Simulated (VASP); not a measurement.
Wanted: the native input for a VASP 6.6.1 run.

| Property | Result |
| --- | --- |
| Task | single point |
| Functional | LDA |
| Potentials or basis | VASP PAW LDA potentials, release 64 (Ti_sv, N) |
| Cutoff | 600 eV |
| k mesh | 8 × 8 × 8 |
| Occupations | gaussian, width 0.1 eV |
| Spin | no spin polarisation |
| Dipole correction | no |
| Further INCAR settings | ALGO = Normal; EDIFF = 1e-06; NBANDS = 16 |

The structure of TiN (f.blda) lies in POSCAR:

```
TiN
1.0
    0.0000000000      2.0864398362      2.0864398362
    2.0864398362      0.0000000000      2.0864398362
    2.0864398362      2.0864398362      0.0000000000
Ti N
1 1
Direct
    0.0000000000      0.0000000000      0.0000000000
    0.5000000000      0.5000000000      0.5000000000
```

The input as run:

INCAR

```
SYSTEM = TiN
ALGO = Normal
EDIFF = 1E-6
ENCUT = 600
GGA_COMPAT = .False.
ISIF = 2
ISMEAR = 0
LASPH = .True.
LCHARG = .False.
LREAL = .False.
LWAVE = .False.
NBANDS = 16
NELM = 120
PREC = Accurate
SIGMA = 0.1
```

KPOINTS

```
k-points
0
Gamma
  8 8 8
  0 0 0
```

Potentials or basis: VASP PAW LDA potentials, release 64 (Ti_sv, N).

Run with:

```sh
$ cat potpaw_LDA.64/Ti_sv/POTCAR potpaw_LDA.64/N/POTCAR > POTCAR
$ mpirun -np 1 vasp_std > vasp.out
```

Results of the run:

| Item | Value |
| --- | --- |
| Pressure | 0.9 GPa |

Wall time 7.1 s on 1 thread of Intel Xeon 6975P-C, with other jobs on the host, peak memory 0.13 GiB.
